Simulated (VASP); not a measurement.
Runs of VASP 6.6.1 on K2S. The structure is cubic, space group Fm-3m (No. 225). Conventional cell: a = 7.405 Å, b = 7.405 Å, c = 7.405 Å, α = 90.00°, β = 90.00°, γ = 90.00°. Within 4.2 Å of K (site symmetry -43m) lie 4 S at 3.21 Å and 6 K at 3.70 Å. S (site symmetry m-3m) has 8 K at 3.21 Å within 4.2 Å. 

| level | k mesh | smearing | gap on the mesh (eV) | pressure (GPa) |
| --- | --- | --- | --- | --- |
| PBEsol | 4 × 4 × 4 | gaussian 0.01 eV | 2.28 | (a) |
| PBE | 4 × 4 × 4 | gaussian 0.01 eV | 2.38 | 0.5 |
| PBE | 5 × 5 × 5 | gaussian 0.01 eV | 2.39 | 0.5 |
| PBE | 2 × 2 × 2 | gaussian 0.01 eV | 2.35 | 0.5 |
| PBE | 4 × 4 × 4 | methfessel-paxton 0.05 eV | 2.38 | 0.5 |

Alike in all rows: task single point; potentials or basis VASP PAW PBE potentials, release 64 (K_sv, S); no spin polarisation; cell as given; cutoff (eV) 500.

Task: Estimate the missing entries.

Result: (a) -0.5.

Caveats: some runs use coarse meshes; the PAW data sets were made with another functional, which shifts forces and pressure a little (some runs).

A k mesh can miss the band edges.
